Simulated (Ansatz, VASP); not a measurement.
## One calculation of C, two programs

The input INCAR:

```
PREC = Accurate
ENCUT = 520
EDIFF = 1E-6
ISMEAR = 0
SIGMA = 0.15
LREAL = False
LASPH = True
NELM = 100
ALGO = Normal
ISIF = 2
LWAVE = False
LCHARG = True
GGA = PE
IVDW = 12
LELF = True
LVHAR = True
NBANDS = 11
```

Contents of KPOINTS:

```
Automatic mesh
0
Gamma
  21 21 12
```

File POSCAR:

```
C
1.0
    2.4030435525      0.0000000000      0.0000000000
   -1.2015217762      2.0810967628      0.0000000000
    0.0000000000      0.0000000000      3.4826705289
C
2
Direct
    0.3380183630      0.6760367259      0.0000000000
    0.6619816370      0.3239632741      0.0000000000
```

Input for Ansatz:

```yaml
crystal:
  lattice:
    - [2.4030435525, 0.0, 0.0]
    - [-1.2015217762, 2.0810967628, 0.0]
    - [0.0, 0.0, 3.4826705289]
  atoms:
    - { symbol: C, position: [0.338018363, 0.6760367259, 0.0] }
    - { symbol: C, position: [0.661981637, 0.3239632741, 0.0] }
basis:
  ecutwfc: 520.0
kpoints:
  mp_grid: { grid: [21, 21, 12] }
hamiltonian:
  xc: pbe
  pseudopotentials: { kind: paw, azcp: { folder: soft_1 } }
  dispersion: d3bj
scf:
  occupations: { method: gaussian, width: 0.15 }
output:
  forces: true
  stress: true
  eigenvalues: true
```

Change from the starting cell: mode 6 frozen in at +0.020 Å, equal normal strain along x, y and z -0.0250.

Alike in both runs: task single point; functional PBE; dispersion D3(BJ); k mesh 21 × 21 × 12; occupations gaussian, width 0.15 eV; no spin polarisation.

|  | VASP | Ansatz |
| --- | --- | --- |
| version | VASP 6.6.1 | Ansatz 0.2.0 |
| potentials or method | VASP PAW PBE potentials, release 64 (C), cutoff 520 eV | scalar-relativistic, plane waves, PAW |
| valence electrons in the cell | 8 | 8 |

|  | VASP | Ansatz | Ansatz less VASP |
| --- | --- | --- | --- |
| gap on the k mesh at the Fermi level (eV) | none | none | - |
| pressure (GPa) | 25.6 | 25.1 | -0.44 |
| traceless stress, the component that is largest in VASP (GPa) | -24.96 | -24.42 | +0.541 |
| rms of the force components (eV/Å) | 1.540 | 1.541 | +0.0010 |

Atom by atom the forces differ by 0.001 eV/Å (rms over components). A gap of «none» marks a metal or a gap that the smearing closes.
